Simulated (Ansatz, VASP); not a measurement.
**Two plane-wave programs on P3C**

```
P C
1.0
     1.38429   -2.86041    0.00000
     1.38429    2.86041    0.00000
     0.00000    0.00000    6.84585
P C
3 1
Direct
  0.50000 0.50000 0.81022
  0.00000 0.00000 0.50000
  0.50000 0.50000 0.18978
  0.00000 0.00000 0.00000
```

Change from the starting cell: species swapped into the AlV3 type (Cmmm, No. 65).

Alike in both runs: task relaxation of cell and atoms; functional PBE; k mesh 8 × 8 × 4; occupations gaussian, width 0.1 eV; no spin polarisation.

|  | VASP | Ansatz |
| --- | --- | --- |
| version | VASP 6.6.1 | Ansatz 0.2.0 |
| potentials or method | VASP PAW PBE potentials, release 64 (P, C), cutoff 600 eV | scalar-relativistic, plane waves, PAW |
| valence electrons in the cell | 19 | 19 |

VASP gave:

* gap on the k mesh at the Fermi level, each at its own relaxed structure (eV): none
* relaxed volume (Å³/atom): 13.88
* relaxed cell length with the largest relative difference (Å): 3.195

What did Ansatz give for the same quantities?

gap on the k mesh at the Fermi level, each at its own relaxed structure (eV): none; relaxed volume (Å³/atom): 13.95; relaxed cell length with the largest relative difference (Å): 3.208.

A gap of «none» marks a metal or a gap that the smearing closes.
